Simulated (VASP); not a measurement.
# SnO2 in VASP: a series of runs

SnO2 is run at these levels: PBE; tasks: single point, relaxation of shape and atoms at fixed volume.

Everything below comes from runs of VASP 6.6.1. Logs are shortened: lines on timing, memory, paths and dates and some standing lists are left out, and cuts for length are marked.

### Step 1. The cell of the first run

The typed cell holds 6 atoms: a = 4.706 Å, b = 4.706 Å, c = 3.203 Å, α = 90.00°, β = 90.00°, γ = 90.00°.

### Step 2. Single point, PBE (volume scaled by 0.94, then relaxed in part)

Input file INCAR:

```
SYSTEM = SnO2
ALGO = Normal
EDIFF = 1E-6
ENCUT = 520
GGA = PE
ISIF = 2
ISMEAR = 0
LASPH = .True.
LCHARG = .False.
LREAL = .False.
LWAVE = .False.
NBANDS = 35
NELM = 100
PREC = Accurate
SIGMA = 0.02
```

Input file KPOINTS:

```
k-points
0
Gamma
  6 6 8
  0 0 0
```

Input file POSCAR:

```
SnO2
1.0
    4.7060459817      0.0000000000      0.0000000000
    0.0000000000      4.7064757654      0.0000000000
    0.0000000000      0.0000000000      3.2026485529
Sn O
2 4
Direct
    0.5000000000      0.5000000000      0.5000000000
    0.0000000000      0.0000000000      0.0000000000
    0.3055293919      0.3056776635      0.0000000000
    0.8055293919      0.1943223365      0.5000000000
    0.1944706081      0.8056776635      0.5000000000
    0.6944706081      0.6943223365      0.0000000000
```

Potentials or basis: VASP PAW PBE potentials, release 64 (Sn_d, O).

Launch:

```bash
> cat potpaw_PBE.64/Sn_d/POTCAR potpaw_PBE.64/O/POTCAR > POTCAR
> mpirun -np 1 vasp_std > vasp.out
```

OUTCAR:

```text
SYSTEM = SnO2
   EDIFF = 1E-6
   ENCUT = 520
   GGA = PE
   ISIF = 2
   ISMEAR = 0
   LASPH = .True.
   LREAL = .False.
   NELM = 100
   PREC = Accurate

 ion  position               nearest neighbor table
   1  0.500  0.500  0.500-   4 2.03   5 2.03   3 2.06   6 2.06   3 2.06   6 2.06   2 3.69   2 3.69
                             2 3.69   2 3.69   2 3.69   2 3.69   2 3.69   2 3.69
   2  0.000  0.000  0.000-   3 2.03   6 2.03   5 2.06   4 2.06   4 2.06   5 2.06   1 3.69   1 3.69
                             1 3.69   1 3.69   1 3.69   1 3.69   1 3.69   1 3.69
   3  0.306  0.306  0.000-   2 2.03   1 2.06   1 2.06
   4  0.806  0.194  0.500-   1 2.03   2 2.06   2 2.06
   5  0.194  0.806  0.500-   1 2.03   2 2.06   2 2.06
   6  0.694  0.694  0.000-   2 2.03   1 2.06   1 2.06

  LATTYP: Found a simple orthorhombic cell.
 ALAT       =     3.2026485529
 B/A-ratio  =     1.4694231677
 C/A-ratio  =     1.4695573641

  Lattice vectors:

 A1 = (   0.0000000000,   0.0000000000,   3.2026485529)
 A2 = (   4.7060459817,   0.0000000000,   0.0000000000)
 A3 = (   0.0000000000,   4.7064757654,   0.0000000000)

Analysis of symmetry for initial positions (statically):
=====================================================================
 Subroutine PRICEL returns:
 Original cell was already a primitive cell.

 Routine SETGRP: Setting up the symmetry group for a
 simple orthorhombic supercell.

 Subroutine GETGRP returns: Found  8 space group operations
 (whereof  4 operations were pure point group operations)
 out of a pool of  8 trial point group operations.

The static configuration has the point symmetry C_2h.
 The point group associated with its full space group is D_2h.

Analysis of symmetry for dynamics (positions and initial velocities):
=====================================================================
 Subroutine PRICEL returns:
 Original cell was already a primitive cell.

 Routine SETGRP: Setting up the symmetry group for a
 simple orthorhombic supercell.

 Subroutine GETGRP returns: Found  8 space group operations
 (whereof  4 operations were pure point group operations)
 out of a pool of  8 trial point group operations.

The dynamic configuration has the point symmetry C_2h.
 The point group associated with its full space group is D_2h.

 Subroutine INISYM returns: Found  8 space group operations
 (whereof  4 operations are pure point group operations),
 and found     1 'primitive' translations

----------------------------------------------------------------------------------------

                                     Primitive cell

  volume of cell :      70.9351

  direct lattice vectors                    reciprocal lattice vectors
     4.706045982  0.000000000  0.000000000     0.212492611  0.000000000  0.000000000
     0.000000000  4.706475765  0.000000000     0.000000000  0.212473207  0.000000000
     0.000000000  0.000000000  3.202648553     0.000000000  0.000000000  0.312241566

  length of vectors
     4.706045982  4.706475765  3.202648553     0.212492611  0.212473207  0.312241566

  position of ions in fractional coordinates (direct lattice)
     0.500000000  0.500000000  0.500000000
     0.000000000  0.000000000  0.000000000
     0.305529392  0.305677663  0.000000000
     0.805529392  0.194322337  0.500000000
     0.194470608  0.805677663  0.500000000
     0.694470608  0.694322337  0.000000000

  ion indices of the primitive-cell ions
   primitive index   ion index
                 1           1
                 2           2
                 3           3
                 4           4
                 5           5
                 6           6

----------------------------------------------------------------------------------------

 KPOINTS: k-points

Automatic generation of k-mesh.
 Grid dimensions read from file:
 generate k-points for:    6    6    8

 Generating k-lattice:

  Cartesian coordinates                     Fractional coordinates (reciprocal lattice)
     0.035415435  0.000000000  0.000000000     0.166666667  0.000000000  0.000000000
     0.000000000  0.035412201  0.000000000     0.000000000  0.166666667  0.000000000
     0.000000000  0.000000000  0.039030196     0.000000000  0.000000000  0.125000000

  Length of vectors
     0.035415435  0.035412201  0.039030196

  Shift w.r.t. Gamma in fractional coordinates (k-lattice)
     0.000000000  0.000000000  0.000000000

 Subroutine IBZKPT returns following result:
 ===========================================

 Found     80 irreducible k-points:

 Following reciprocal coordinates:
            Coordinates               Weight
  0.000000  0.000000  0.000000      1.000000
  0.166667  0.000000  0.000000      2.000000
  0.333333  0.000000  0.000000      2.000000
  0.500000  0.000000  0.000000      1.000000
  0.000000  0.166667  0.000000      2.000000
  0.166667  0.166667  0.000000      4.000000
[... 16 lines left out ...]
  0.333333  0.166667  0.125000      8.000000
  0.500000  0.166667  0.125000      4.000000
 [... further k-points ...]
   k-points           NKPTS =     80   k-points in BZ     NKDIM =     80   number of bands    NBANDS=     35
   number of dos      NEDOS =    301   number of ions     NIONS =      6
   total plane-waves  NPLWV =  31104
   dimension x,y,z NGX =    36 NGY =   36 NGZ =   24
   dimension x,y,z NGXF=    72 NGYF=   72 NGZF=   48
   ions per type =               2   4
   NGX,Y,Z   is equivalent  to a cutoff of  12.72, 12.72, 12.46 a.u.
   NGXF,Y,Z  is equivalent  to a cutoff of  25.43, 25.43, 24.92 a.u.
 SYSTEM =  SnO2
   PREC   = accura    normal or accurate (medium, high low for compatibility)
   ISTART =      0    job   : 0-new  1-cont  2-samecut
   ICHARG =      2    charge: 1-file 2-atom 10-const
   ISPIN  =      1    spin polarized calculation?
   LNONCOLLINEAR =      F non collinear calculations
   LSORBIT =      F    spin-orbit coupling
   LASPH  =      T    aspherical Exc in radial PAW
   ENCUT  =  520.0 eV  38.22 Ry    6.18 a.u.   8.75  8.75  5.95*2*pi/ulx,y,z
   NELM   =    100;   NELMIN=  2; NELMDL= -5     # of ELM steps
   EDIFF  = 0.1E-05   stopping-criterion for ELM
   LREAL  =      F    real-space projection
   EDIFFG = 0.1E-04   stopping-criterion for IOM
   NSW    =      0    number of steps for IOM
   IBRION =     -1    ionic relax: 0-MD 1-quasi-New 2-CG
   NFREE  =      0    steps in history (QN), initial steepest desc. (CG)
   ISIF   =      2    stress and relaxation
   ISYM   =      2    0-nonsym 1-usesym 2-fastsym
   POTIM  = 0.5000    time-step for ionic-motion
   TEBEG  =    0.0;   TEEND  =   0.0 temperature during run
   PSTRESS=    0.0 pullay stress
   NELECT =      52.0000    total number of electrons
   NUPDOWN=      -1.0000    fix difference up-down
   EMIN   =  10.00;   EMAX   =-10.00  energy-range for DOS
   EFERMI =   0.00;   METHOD = LEGACY
   ISMEAR =     0;   SIGMA  =   0.02  broadening in eV -4-tet -1-fermi 0-gaus
   EFERMI_NEDOS =   21; number of points for ismear=-14 and -15
   IALGO  =     38    algorithm
   IMIX   =      4    mixing-type and parameters
     AMIX     =   0.40;   BMIX     =  1.00
     AMIX_MAG =   1.60;   BMIX_MAG =  1.00
  volume/ion in A,a.u.               =      11.82        79.78
  Fermi-wavevector in a.u.,A,eV,Ry     =   1.476122  2.789466 29.646217  2.178935
  Thomas-Fermi vector in A             =   2.590687
   LORBIT       =      0    0 simple, 1 ext, 2 COOP (PROOUT), +10 PAW based schemes
   GGA     = PE    functional components
   LHFCALC =     F    Hartree Fock is set to
   AEXX    =    0.0000 exact exchange contribution
   IVDW    =     0    specifies the selected vdW correction
   LEPSILON=     F    determine dielectric tensor
   LRPA    =     F    only Hartree local field effects (RPA)
 non-spin polarized calculation
 Gauss-broadening in eV      SIGMA  =   0.02
  energy-cutoff  :      520.00
  volume of cell :       70.94
 maximum number of plane-waves:      1944
 NGX is ok and might be reduce to    36
   NGX = 17   NGY = 17   NGZ = 11

 number of electron      51.9999989 magnetization

 Free energy of the ion-electron system (eV)
  ---------------------------------------------------
  ext. energy  EPLUGINS =         0.00000000
  ---------------------------------------------------
  free energy    TOTEN  =       -37.12508919 eV

  energy without entropy =      -37.12508919  energy(sigma->0) =      -37.12508919

 E-fermi :   6.3780     XC(G=0): -11.3102

 val. band max:        6.2500791871   @ k =   0.0000   0.0000   0.0000
 cond. band min:       7.5524458377   @ k =   0.0000   0.0000   0.0000
 fundamental gap:      1.3023666507
 Fermi energy:         6.3780460541

 k-point     1 :       0.0000    0.0000    0.0000
  band No.  band energies     occupation
      1     -14.8722      2.00000
      2     -14.0313      2.00000
      3     -13.7897      2.00000
      4     -13.7630      2.00000
      5     -13.7630      2.00000
      6     -13.7226      2.00000
[... 27 lines left out ...]
     34      18.6123      0.00000
     35      18.9921      0.00000

 k-point     2 :       0.1667    0.0000    0.0000
  band No.  band energies     occupation
      1     -14.8273      2.00000
      2     -14.0832      2.00000
      3     -13.7903      2.00000
      4     -13.7610      2.00000
      5     -13.7608      2.00000
      6     -13.7594      2.00000
[... 27 lines left out ...]
     34      18.6084      0.00000
     35      18.9761      0.00000

 k-point     3 :       0.3333    0.0000    0.0000
  band No.  band energies     occupation
      1     -14.6964      2.00000
      2     -14.2607      2.00000
      3     -13.7923      2.00000
      4     -13.7922      2.00000
      5     -13.7567      2.00000
      6     -13.7564      2.00000
[... 27 lines left out ...]
     34      18.6777      0.00000
     35      18.9131      0.00000
[... 723 lines left out ...]
 k-point    23 :       0.3333    0.1667    0.1250
  band No.  band energies     occupation
      1     -14.6339      2.00000
      2     -14.2974      2.00000
      3     -13.9158      2.00000
      4     -13.9070      2.00000
      5     -13.7447      2.00000
      6     -13.7074      2.00000
[... 27 lines left out ...]
     34      18.6375      0.00000
     35      18.8176      0.00000

 k-point    24 :       0.5000    0.1667    0.1250
  band No.  band energies     occupation
      1     -14.4827      2.00000
      2     -14.4827      2.00000
      3     -13.9126      2.00000
      4     -13.9126      2.00000
      5     -13.7254      2.00000
      6     -13.7254      2.00000
[... 27 lines left out ...]
     34      18.7222      0.00000
     35      18.8534      0.00000

 [... further k-points ...]

------------------------ aborting loop because EDIFF is reached ----------------------------------------

  FORCE on cell =-STRESS in cart. coord.  units (eV):
  Direction    XX          YY          ZZ          XY          YZ          ZX
  --------------------------------------------------------------------------------------
  -------------------------------------------------------------------------------------
  Total        5.7051521      5.7050751      5.8582533      0.0000000      0.0000000      0.0000000
  in kB      128.8595260    128.8577879    132.3175509      0.0000000      0.0000000      0.0000000
  external PRESSURE =     130.0116216 kB  Pullay stress =       0.0000000 kB

 VOLUME and BASIS-vectors are now :
 -----------------------------------------------------------------------------
  energy-cutoff  :      520.00
  volume of cell :       70.94
      direct lattice vectors                 reciprocal lattice vectors
     4.706045982  0.000000000  0.000000000     0.212492611  0.000000000  0.000000000
     0.000000000  4.706475765  0.000000000     0.000000000  0.212473207  0.000000000
     0.000000000  0.000000000  3.202648553     0.000000000  0.000000000  0.312241566

 POSITION                                       TOTAL-FORCE (eV/Angst)
 -----------------------------------------------------------------------------------
      2.35302      2.35324      1.60132        -0.000000      0.000000      0.000000
      0.00000      0.00000      0.00000        -0.000000      0.000000      0.000000
      1.43784      1.43866      0.00000        -0.009723     -0.009674      0.000000
      3.79086      0.91457      1.60132        -0.009723      0.009674      0.000000
      0.91519      3.79190      1.60132         0.009723     -0.009674     -0.000000
      3.26821      3.26781      0.00000         0.009723      0.009674      0.000000
 -----------------------------------------------------------------------------------
    total drift:                                0.000000      0.000000      0.000000

  FREE ENERGIE OF THE ION-ELECTRON SYSTEM (eV)
  ---------------------------------------------------
  free  energy   TOTEN  =       -37.1250891912 eV

  energy  without entropy=      -37.1250891912  energy(sigma->0) =      -37.12508919
```

Run time: 2 min. Hardware: 1 thread of Intel Xeon Platinum 8259CL at 2.50GHz (Skylake/Cascade Lake), shared host; peak memory 0.27 GiB.

Results:

```
Free energy            : -37.1251 eV
Pressure               : 13.0 GPa
Largest force          : 0.014 eV/Å
Band gap on the k mesh : 1.30 eV, direct
```

Forces in eV/Å, atoms in the order of the input:
```
Sn   0.000  0.000  0.000
Sn   0.000  0.000  0.000
O   -0.010 -0.010  0.000
O   -0.010  0.010  0.000
O    0.010 -0.010  0.000
O    0.010  0.010  0.000
```

Caveat: spin-orbit coupling is left out, which moves the levels of the heavy elements.

[end of part 1 of 2]
